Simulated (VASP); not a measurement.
Write the native input for VASP 6.6.1 that does the following.

| Item | Value |
| --- | --- |
| Task | single point |
| Functional | r2SCAN |
| Potentials or basis | VASP PAW PBE potentials, release 64 (Hf_pv) |
| Cutoff | 520 eV |
| k mesh | 18 × 18 × 18 |
| Occupations | gaussian, width 0.15 eV |
| Spin | no spin polarisation |
| Dipole correction | no |
| Further INCAR settings | ALGO = Normal; EDIFF = 1e-07; NBANDS = 11 |

Hf:

```
Hf
1.0
     0.00000    2.22000    2.30880
     2.22000    0.00000    2.30880
     2.22000    2.22000    0.00000
Hf
1
Cartesian
  0.0000 0.0000 0.0000
```

This cell differs from its parent crystal: strain +0.000 along x and y, +0.040 along z.

One way to write it, as run:

POSCAR

```
Hf
1.0
    0.0000000000      2.2200000000      2.3088000000
    2.2200000000      0.0000000000      2.3088000000
    2.2200000000      2.2200000000      0.0000000000
Hf
1
Direct
    0.0000000000      0.0000000000      0.0000000000
```

INCAR.step1

```
SYSTEM = Hf
ALGO = Normal
EDIFF = 1E-4
ENCUT = 520
GGA = PE
ISMEAR = 0
LASPH = .TRUE.
LCHARG = .FALSE.
LREAL = .FALSE.
LWAVE = .TRUE.
NBANDS = 11
NELM = 100
PREC = Accurate
SIGMA = 0.15
```

INCAR.step2

```
SYSTEM = Hf
ALGO = Normal
EDIFF = 1E-7
ENCUT = 520
ISIF = 2
ISMEAR = 0
ISTART = 1
LASPH = .TRUE.
LCHARG = .FALSE.
LMIXTAU = .TRUE.
LREAL = .FALSE.
LWAVE = .FALSE.
METAGGA = R2SCAN
NBANDS = 11
NELM = 100
PREC = Accurate
SIGMA = 0.15
```

KPOINTS

```
k-points
0
G
  18 18 18
  0 0 0
```

Potentials or basis: VASP PAW PBE potentials, release 64 (Hf_pv).

Launch:

```sh
$ cat potpaw_PBE.64/Hf_pv/POTCAR > POTCAR
$ cp INCAR.step1 INCAR
$ mpirun -np 1 vasp_std > vasp.out
$ cp INCAR.step2 INCAR
$ mpirun -np 1 vasp_std > vasp.out
```

It gave:

```yaml
Pressure: -1.9 GPa
Band_gap_on_the_k_mesh: zero (band 5 reaches 5.88 eV, above the bottom of band 6 at 3.85 eV)
```

Caveat: the cell differs from its parent crystal (strain +0.000 along x and y, +0.040 along z); the PAW data sets were made with another functional, which shifts forces and pressure a little; spin-orbit coupling is left out, which moves the levels of the heavy elements.

Run time: 2.7 min on 1 thread of Intel(R) Xeon(R) Platinum 8559C (Emerald Rapids), with other jobs on the host, peak memory 0.24 GiB.
